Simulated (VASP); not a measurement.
Input of a VASP 6.6.1 run:

Contents of INCAR:

```
ALGO = Normal ; EDIFF = 1E-6
ENCUT = 520 ; GGA = PE
ISIF = 2 ; ISMEAR = 1
LASPH = True ; LCHARG = False
LREAL = False ; LWAVE = False
NBANDS = 16 ; NELM = 100
PREC = Accurate ; SIGMA = 0.2
```

The input KPOINTS:

```
k-points
0
Gamma
  8 8 6
```

The input POSCAR:

```
Se
1.0
    4.5203796332      0.0000000000      0.0000000000
   -2.2601898166      3.9147635971      0.0000000000
    0.0000000000      0.0000000000      5.0453124951
Se
3
Direct
    0.2189274285      0.0000000000      0.3333333333
    1.0000000000      0.2189274285      0.6666666667
    0.7810725715      0.7810725715      0.0000000000
```

Potentials or basis: VASP PAW PBE potentials, release 64 (Se).

Command:

```bash
$ cat potpaw_PBE.64/Se/POTCAR > POTCAR
$ mpirun -np 1 vasp_std > vasp.out
```

Q: Predict the band gap on the k mesh.

A: 1.13 eV, indirect (least direct gap 1.22 eV).

Q: What does it give for the pressure?

A: 0.1 GPa.

Q: What does it give for the largest force?

A: 0.024 eV/Å.

Forces on the atoms (eV/Å):
```
Se   0.024  0.000  0.000
Se  -0.012  0.020  0.000
Se  -0.012 -0.020  0.000
```

A k mesh can miss the band edges.
